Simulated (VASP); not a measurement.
# Na4Bi (I-43m) in VASP: further runs

Na4Bi is run at these levels: PBE; tasks: single point, relaxation of cell and atoms.

All numbers are computed with VASP 6.6.1; they aren't measurements. Logs are shortened: lines on timing, memory, paths and dates and some standing lists are left out, and cuts for length are marked.

**1. The cell of the first run**

It takes space group I-43m (No. 217, cubic). Conventional cell: a = 6.574 Å, b = 6.574 Å, c = 6.574 Å, α = 90.00°, β = 90.00°, γ = 90.00°. Na (site symmetry 3m) has 1 Bi at 1.99 Å within 2.6 Å. Bi (site symmetry -43m) has 4 Na at 1.99 Å within 2.6 Å.

**2. Single point, PBE**

File INCAR:

```
  PREC = Accurate
  ENCUT = 520
  EDIFF = 1E-6
  ISMEAR = 0
  SIGMA = 0.1
  LREAL = F
  LASPH = T
  NELM = 80
  ALGO = Normal
  ISIF = 2
  LWAVE = F
  LCHARG = F
  GGA = PE
  NBANDS = 30
```

File KPOINTS:

```
regular mesh
0
Gamma
  4 4 4
```

File POSCAR:

```
Na4Bi
1.0
   -3.2868067800      3.2868067800      3.2868067800
    3.2868067800     -3.2868067800      3.2868067800
    3.2868067800      3.2868067800     -3.2868067800
Na Bi
4 1
Direct
    0.3495999900      0.3495999900      0.3495999900
    0.6504000100      0.0000000000      0.0000000000
    0.0000000000      0.0000000000      0.6504000100
    0.0000000000      0.6504000100      0.0000000000
    0.0000000000      0.0000000000      0.0000000000
```

Potentials or basis: VASP PAW PBE potentials, release 64 (Na_pv, Bi_d).

Started as:

```
$ cat potpaw_PBE.64/Na_pv/POTCAR potpaw_PBE.64/Bi_d/POTCAR > POTCAR
$ mpirun -np 1 vasp_std > vasp.out
```

OUTCAR:

```text
PREC = Accurate
   ENCUT = 520
   EDIFF = 1E-6
   ISMEAR = 0
   LREAL = F
   LASPH = T
   NELM = 80
   ISIF = 2
   GGA = PE

 ion  position               nearest neighbor table
   1  0.350  0.350  0.350-   5 1.99
   2  0.650  0.000  0.000-   5 1.99
   3  0.000  0.000  0.650-   5 1.99
   4  0.000  0.650  0.000-   5 1.99
   5  0.000  0.000  0.000-   1 1.99   2 1.99   3 1.99   4 1.99

  LATTYP: Found a body centered cubic cell.
 ALAT       =     6.5736135600

  Lattice vectors:

 A1 = (  -3.2868067800,   3.2868067800,   3.2868067800)
 A2 = (   3.2868067800,  -3.2868067800,   3.2868067800)
 A3 = (   3.2868067800,   3.2868067800,  -3.2868067800)

Analysis of symmetry for initial positions (statically):
=====================================================================
 Subroutine PRICEL returns:
 Original cell was already a primitive cell.

 Routine SETGRP: Setting up the symmetry group for a
 body centered cubic supercell.

 Subroutine GETGRP returns: Found 24 space group operations
 (whereof 24 operations were pure point group operations)
 out of a pool of 48 trial point group operations.

The static configuration has the point symmetry T_d .

Analysis of symmetry for dynamics (positions and initial velocities):
=====================================================================
 Subroutine PRICEL returns:
 Original cell was already a primitive cell.

 Routine SETGRP: Setting up the symmetry group for a
 body centered cubic supercell.

 Subroutine GETGRP returns: Found 24 space group operations
 (whereof 24 operations were pure point group operations)
 out of a pool of 48 trial point group operations.

The dynamic configuration has the point symmetry T_d .

 Subroutine INISYM returns: Found 24 space group operations
 (whereof 24 operations are pure point group operations),
 and found     1 'primitive' translations

----------------------------------------------------------------------------------------

                                     Primitive cell

  volume of cell :     142.0308

  direct lattice vectors                    reciprocal lattice vectors
    -3.286806780  3.286806780  3.286806780     0.000000000  0.152123332  0.152123332
     3.286806780 -3.286806780  3.286806780     0.152123332  0.000000000  0.152123332
     3.286806780  3.286806780 -3.286806780     0.152123332  0.152123332  0.000000000

  length of vectors
     5.692916338  5.692916338  5.692916338     0.215134880  0.215134880  0.215134880

  position of ions in fractional coordinates (direct lattice)
     0.349599990  0.349599990  0.349599990
     0.650400010  0.000000000  0.000000000
     0.000000000  0.000000000  0.650400010
     0.000000000  0.650400010  0.000000000
     0.000000000  0.000000000  0.000000000

  ion indices of the primitive-cell ions
   primitive index   ion index
                 1           1
                 2           2
                 3           3
                 4           4
                 5           5

----------------------------------------------------------------------------------------

 KPOINTS: regular mesh

Automatic generation of k-mesh.
 Grid dimensions read from file:
 generate k-points for:    4    4    4

 Generating k-lattice:

  Cartesian coordinates                     Fractional coordinates (reciprocal lattice)
     0.000000000  0.038030833  0.038030833     0.250000000  0.000000000  0.000000000
     0.038030833  0.000000000  0.038030833     0.000000000  0.250000000  0.000000000
     0.038030833  0.038030833  0.000000000     0.000000000  0.000000000  0.250000000

  Length of vectors
     0.053783720  0.053783720  0.053783720

  Shift w.r.t. Gamma in fractional coordinates (k-lattice)
     0.000000000  0.000000000  0.000000000

 Subroutine IBZKPT returns following result:
 ===========================================

 Found      8 irreducible k-points:

 Following reciprocal coordinates:
            Coordinates               Weight
  0.000000  0.000000  0.000000      1.000000
  0.250000  0.000000  0.000000     12.000000
  0.500000  0.000000  0.000000      6.000000
  0.250000  0.250000  0.000000     24.000000
  0.250000  0.250000  0.250000      2.000000
 -0.250000  0.250000  0.250000      6.000000
  0.500000  0.500000  0.250000     12.000000
  0.500000  0.500000  0.500000      1.000000
   k-points           NKPTS =      8   k-points in BZ     NKDIM =      8   number of bands    NBANDS=     30
   number of dos      NEDOS =    301   number of ions     NIONS =      5
   total plane-waves  NPLWV =  74088
   dimension x,y,z NGX =    42 NGY =   42 NGZ =   42
   dimension x,y,z NGXF=    84 NGYF=   84 NGZF=   84
   ions per type =               4   1
   NGX,Y,Z   is equivalent  to a cutoff of  12.26, 12.26, 12.26 a.u.
   NGXF,Y,Z  is equivalent  to a cutoff of  24.53, 24.53, 24.53 a.u.
 SYSTEM =  unknown system
   PREC   = accura    normal or accurate (medium, high low for compatibility)
   ISTART =      0    job   : 0-new  1-cont  2-samecut
   ICHARG =      2    charge: 1-file 2-atom 10-const
   ISPIN  =      1    spin polarized calculation?
   LNONCOLLINEAR =      F non collinear calculations
   LSORBIT =      F    spin-orbit coupling
   LASPH  =      T    aspherical Exc in radial PAW
   ENCUT  =  520.0 eV  38.22 Ry    6.18 a.u.  10.59 10.59 10.59*2*pi/ulx,y,z
   NELM   =     80;   NELMIN=  2; NELMDL= -5     # of ELM steps
   EDIFF  = 0.1E-05   stopping-criterion for ELM
   LREAL  =      F    real-space projection
   EDIFFG = 0.1E-04   stopping-criterion for IOM
   NSW    =      0    number of steps for IOM
   IBRION =     -1    ionic relax: 0-MD 1-quasi-New 2-CG
   NFREE  =      0    steps in history (QN), initial steepest desc. (CG)
   ISIF   =      2    stress and relaxation
   ISYM   =      2    0-nonsym 1-usesym 2-fastsym
   POTIM  = 0.5000    time-step for ionic-motion
   TEBEG  =    0.0;   TEEND  =   0.0 temperature during run
   PSTRESS=    0.0 pullay stress
   NELECT =      43.0000    total number of electrons
   NUPDOWN=      -1.0000    fix difference up-down
   EMIN   =  10.00;   EMAX   =-10.00  energy-range for DOS
   EFERMI =   0.00;   METHOD = LEGACY
   ISMEAR =     0;   SIGMA  =   0.10  broadening in eV -4-tet -1-fermi 0-gaus
   EFERMI_NEDOS =   21; number of points for ismear=-14 and -15
   IALGO  =     38    algorithm
   IMIX   =      4    mixing-type and parameters
     AMIX     =   0.40;   BMIX     =  1.00
     AMIX_MAG =   1.60;   BMIX_MAG =  1.00
  volume/ion in A,a.u.               =      28.41       191.69
  Fermi-wavevector in a.u.,A,eV,Ry     =   1.099268  2.077315 16.441138  1.208390
  Thomas-Fermi vector in A             =   2.235659
   LORBIT       =      0    0 simple, 1 ext, 2 COOP (PROOUT), +10 PAW based schemes
   GGA     = PE    functional components
   LHFCALC =     F    Hartree Fock is set to
   AEXX    =    0.0000 exact exchange contribution
   IVDW    =     0    specifies the selected vdW correction
   LEPSILON=     F    determine dielectric tensor
   LRPA    =     F    only Hartree local field effects (RPA)
 non-spin polarized calculation
 Gauss-broadening in eV      SIGMA  =   0.10
  energy-cutoff  :      520.00
  volume of cell :      142.03
 maximum number of plane-waves:      3884
   NGX = 21   NGY = 21   NGZ = 21

 number of electron      42.9999987 magnetization

 Free energy of the ion-electron system (eV)
  ---------------------------------------------------
  ext. energy  EPLUGINS =         0.00000000
  ---------------------------------------------------
  free energy    TOTEN  =         5.80870614 eV

  energy without entropy =        5.83767251  energy(sigma->0) =        5.82318933

 E-fermi :   3.1385     XC(G=0):  -7.5550

 val. band max:        2.7783160730   @ k =   0.5000   0.5000   0.5000
 cond. band min:       3.1648389026   @ k =  -0.2500   0.2500   0.2500
 fundamental gap:      0.3865228296
 Fermi energy:         3.1384504675

 k-point     1 :       0.0000    0.0000    0.0000
  band No.  band energies     occupation
      1     -24.1313      2.00000
      2     -24.1313      2.00000
      3     -24.1313      2.00000
      4     -23.7441      2.00000
      5     -23.0780      2.00000
      6     -23.0780      2.00000
[... 22 lines left out ...]
     29       6.3519      0.00000
     30       6.3519      0.00000

 k-point     2 :       0.2500    0.0000    0.0000
  band No.  band energies     occupation
      1     -24.1373      2.00000
      2     -24.1344      2.00000
      3     -24.1315      2.00000
      4     -23.7528      2.00000
      5     -23.0848      2.00000
      6     -23.0843      2.00000
[... 22 lines left out ...]
     29       8.0578      0.00000
     30       8.3485      0.00000

 k-point     3 :       0.5000    0.0000    0.0000
  band No.  band energies     occupation
      1     -24.1433      2.00000
      2     -24.1376      2.00000
      3     -24.1316      2.00000
      4     -23.7612      2.00000
      5     -23.0913      2.00000
      6     -23.0904      2.00000
[... 22 lines left out ...]
     29       8.3311      0.00000
     30       9.3766      0.00000

 k-point     4 :       0.2500    0.2500    0.0000
  band No.  band energies     occupation
      1     -24.1416      2.00000
      2     -24.1375      2.00000
      3     -24.1334      2.00000
      4     -23.7613      2.00000
      5     -23.0911      2.00000
      6     -23.0906      2.00000
[... 22 lines left out ...]
     29       8.3104      0.00000
     30       9.0433      0.00000

 k-point     5 :       0.2500    0.2500    0.2500
  band No.  band energies     occupation
      1     -24.1374      2.00000
      2     -24.1374      2.00000
      3     -24.1374      2.00000
      4     -23.7614      2.00000
      5     -23.0903      2.00000
      6     -23.0903      2.00000
[... 22 lines left out ...]
     29       8.4291      0.00000
     30       8.4291      0.00000

 k-point     6 :      -0.2500    0.2500    0.2500
  band No.  band energies     occupation
      1     -24.1375      2.00000
      2     -24.1375      2.00000
      3     -24.1375      2.00000
      4     -23.7616      2.00000
      5     -23.0920      2.00000
      6     -23.0910      2.00000
[... 22 lines left out ...]
     29       9.3929      0.00000
     30       9.3929      0.00000

 k-point     7 :       0.5000    0.5000    0.2500
  band No.  band energies     occupation
      1     -24.1435      2.00000
      2     -24.1406      2.00000
      3     -24.1376      2.00000
      4     -23.7700      2.00000
      5     -23.0983      2.00000
      6     -23.0978      2.00000
[... 22 lines left out ...]
     29       8.9741      0.00000
     30       9.1735      0.00000

 k-point     8 :       0.5000    0.5000    0.5000
  band No.  band energies     occupation
      1     -24.1436      2.00000
      2     -24.1436      2.00000
      3     -24.1436      2.00000
      4     -23.7785      2.00000
      5     -23.1049      2.00000
      6     -23.1049      2.00000
[... 22 lines left out ...]
     29       8.8514      0.00000
     30       8.8514      0.00000

------------------------ aborting loop because EDIFF is reached ----------------------------------------

  FORCE on cell =-STRESS in cart. coord.  units (eV):
  Direction    XX          YY          ZZ          XY          YZ          ZX
  --------------------------------------------------------------------------------------
  -------------------------------------------------------------------------------------
  Total       35.6126538     35.6126538     35.6126538      0.0000000     -0.0000000      0.0000000
  in kB      401.7282811    401.7282811    401.7282811      0.0000000     -0.0000000      0.0000000
  external PRESSURE =     401.7282811 kB  Pullay stress =       0.0000000 kB

 VOLUME and BASIS-vectors are now :
 -----------------------------------------------------------------------------
  energy-cutoff  :      520.00
  volume of cell :      142.03
      direct lattice vectors                 reciprocal lattice vectors
    -3.286806780  3.286806780  3.286806780     0.000000000  0.152123332  0.152123332
     3.286806780 -3.286806780  3.286806780     0.152123332  0.000000000  0.152123332
     3.286806780  3.286806780 -3.286806780     0.152123332  0.152123332  0.000000000

 POSITION                                       TOTAL-FORCE (eV/Angst)
 -----------------------------------------------------------------------------------
      1.14907      1.14907      1.14907         7.684524      7.684524      7.684524
     -2.13774      2.13774      2.13774         7.684524     -7.684524     -7.684524
      2.13774      2.13774     -2.13774        -7.684524     -7.684524      7.684524
      2.13774     -2.13774      2.13774        -7.684524      7.684524     -7.684524
      0.00000      0.00000      0.00000        -0.000000      0.000000     -0.000000
 -----------------------------------------------------------------------------------
    total drift:                               -0.000023     -0.000023     -0.000027

  FREE ENERGIE OF THE ION-ELECTRON SYSTEM (eV)
  ---------------------------------------------------
  free  energy   TOTEN  =         5.8087061375 eV

  energy  without entropy=        5.8376725137  energy(sigma->0) =        5.82318933
```

Run time: 28 s. Hardware: 1 thread of Intel Xeon 6975P-C (Granite Rapids), shared host; peak memory 0.24 GiB.

What came out:

- Free energy: 5.8087 eV
- Pressure: 40.2 GPa
- Largest force: 13.310 eV/Å

Forces on the atoms (eV/Å):
```
Na   7.685  7.685  7.685
Na   7.685 -7.685 -7.685
Na  -7.685 -7.685  7.685
Na  -7.685  7.685 -7.685
Bi   0.000  0.000  0.000
```

Caveat: spin-orbit coupling is left out, which moves the levels of the heavy elements; forces of over 1 eV/Å act on the atoms, so gaps and moduli don't describe the material at rest.

**3. Relaxation of cell and atoms, PBE**

File INCAR:

```
ALGO = Normal ; EDIFF = 1E-6
EDIFFG = -0.04 ; ENCUT = 600
GGA = PE ; IBRION = 2
ISIF = 3 ; ISMEAR = 0
LASPH = True ; LCHARG = False
LREAL = False ; LWAVE = False
NELM = 100 ; NSW = 90
PREC = Accurate ; SIGMA = 0.1
```

File KPOINTS:

```
k-points
0
Gamma
  4 4 4
```

POSCAR is that of step 2.

Potentials or basis: VASP PAW PBE potentials, release 64 (Na_pv, Bi_d).

Started as:

```
$ cat potpaw_PBE.64/Na_pv/POTCAR potpaw_PBE.64/Bi_d/POTCAR > POTCAR
$ mpirun -np 1 vasp_std > vasp.out
```

It took 5.6 min on 1 thread of Intel Xeon 6975P-C (Granite Rapids), shared host; peak memory 0.35 GiB.

Results (log left out):

| Item | Value |
| --- | --- |
| Free energy | -10.0726 eV |
| Relaxed volume | 40.50 Å³/atom |
| Relaxed cell | a = 6.407 Å, b = 6.407 Å, c = 6.407 Å, α = 109.47°, β = 109.47°, γ = 109.47° |
| Space group after relaxing (to 0.05 Å) | Im-3m (No. 229) |
| Energy gained by relaxing | 3176.0 meV/atom |
| Ionic steps | 20 |
| Pressure after relaxing | 0.0 GPa |
| Largest force after relaxing | 0.012 eV/Å |

Forces on the atoms (eV/Å):
```
Na   0.007  0.007  0.007
Na   0.007 -0.007 -0.007
Na  -0.007 -0.007  0.007
Na  -0.007  0.007 -0.007
Bi   0.000  0.000  0.000
```

Step by step:
| step | energy change (eV) | largest force (eV/Å) | pressure (GPa) | volume (Å³) |
| --- | --- | --- | --- | --- |
| 1 | 0.0000 | 13.3079 | 40.16 | 142.03 |
| 2 | -14.4470 | 0.0598 | -2.02 | 344.45 |
| 3 | -15.2066 | 0.5895 | -0.10 | 244.20 |
| 4 | -15.2392 | 0.3041 | -1.00 | 264.86 |
| 5 | -15.2495 | 0.4049 | -0.68 | 256.32 |
| 6 | -15.2465 | 0.4427 | -0.58 | 253.59 |
| 7 | -15.3016 | 0.4619 | -0.45 | 246.98 |
| 8 | -15.4430 | 0.5228 | -0.04 | 227.84 |
| 9 | -15.5630 | 0.6051 | 1.45 | 192.58 |
| 10 | -15.6078 | 0.5486 | 1.39 | 191.44 |
| 11 | -15.7122 | 0.3858 | 1.34 | 188.05 |
| 12 | -15.7787 | 0.0502 | 1.60 | 181.40 |
| 13 | -15.7817 | 0.1157 | 1.51 | 182.58 |
| 14 | -15.8372 | 0.1003 | 0.90 | 190.00 |
| 15 | -15.8720 | 0.0774 | -0.12 | 205.56 |
| 16 | -15.8728 | 0.0797 | 0.00 | 203.54 |
| 17 | -15.8728 | 0.0801 | 0.03 | 203.11 |
| 18 | -15.8740 | 0.0727 | 0.03 | 203.05 |
| 19 | -15.8771 | 0.0516 | 0.05 | 202.87 |
| 20 | -15.8802 | 0.0117 | 0.03 | 202.51 |

Final structure:
```yaml
crystal:
  lattice:
    - [-3.69935, 3.69935, 3.69935]
    - [3.69935, -3.69935, 3.69935]
    - [3.69935, 3.69935, -3.69935]
  atoms:
    - { symbol: Na, position: [0.49886, 0.49886, 0.49886] }
    - { symbol: Na, position: [0.50114, 0.00000, 0.00000] }
    - { symbol: Na, position: [0.00000, 0.00000, 0.50114] }
    - { symbol: Na, position: [0.00000, 0.50114, 0.00000] }
    - { symbol: Bi, position: [0.00000, 0.00000, 0.00000] }
```

Levels at points of the mesh, in eV from the Fermi level:
```
           k point  band 18  band 19  band 20  band 21  band 22  band 23  band 24  band 25
(0.00, 0.00, 0.00)   -10.44    -1.82    -1.54    -1.54    -1.54     2.30     2.30     2.45
(0.50, 0.00, 0.00)   -10.39    -2.82    -1.87    -1.60    -0.51     1.04     1.44     2.10
(0.50, 0.50, 0.50)   -10.34    -2.31    -2.31    -2.31    -0.15    -0.15     2.57     2.57
```

Caveat: the volume moved by over 15 % at a fixed basis, so the end points are rough; spin-orbit coupling is left out, which moves the levels of the heavy elements.
